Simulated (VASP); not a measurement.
A run of VASP 6.6.1 is set up as follows.

The input INCAR:

```
ALGO = Fast
DIPOL = 0.5 0.5 0.294
EDIFF = 1E-6
ENCUT = 520
GGA = PE
IDIPOL = 3
ISIF = 2
ISMEAR = 0
LASPH = True
LCHARG = False
LDIPOL = True
LREAL = False
LWAVE = False
NBANDS = 104
NELM = 60
PREC = Accurate
SIGMA = 0.1
```

Contents of KPOINTS:

```
k-points
0
Gamma
  6 6 1
```

Contents of POSCAR:

```
HRh6
1.0
    5.4165863251      0.0000000000      0.0000000000
   -2.7082931626      4.6909013593      0.0000000000
    0.0000000000      0.0000000000     22.2966119230
Rh H
12 2
Direct
    0.3333333333      0.1666666667      0.1793994538
    0.3333333333      0.6666666667      0.1793994538
    0.8333333333      0.1666666667      0.1793994538
    0.8333333333      0.6666666667      0.1793994538
    0.1666666667      0.3333333333      0.2757769167
    0.1666666667      0.8333333333      0.2757769167
    0.6666666667      0.3333333333      0.2757769167
    0.6666666667      0.8333333333      0.2757769167
    0.0000000000      0.0000000000      0.3721019118
    0.0000000000      0.5000000000      0.3721019118
    0.5000000000      0.0000000000      0.3721019118
    0.5000000000      0.5000000000      0.3721019118
    0.2100290039      0.4200580078      0.4066363066
    0.2899709961      0.5799419922      0.4066363066
```

Potentials or basis: VASP PAW PBE potentials, release 64 (Rh_pv, H).

Launch:

```bash
$ cat potpaw_PBE.64/Rh_pv/POTCAR potpaw_PBE.64/H/POTCAR > POTCAR
$ mpirun -np 1 vasp_std > vasp.out
```

(1) Predict the band gap on the k mesh.

(2) What does it give for the largest force?

Results:

(1) zero (bands 91 and 92 overlap by 0.86 eV).

(2) 6.605 eV/Å.
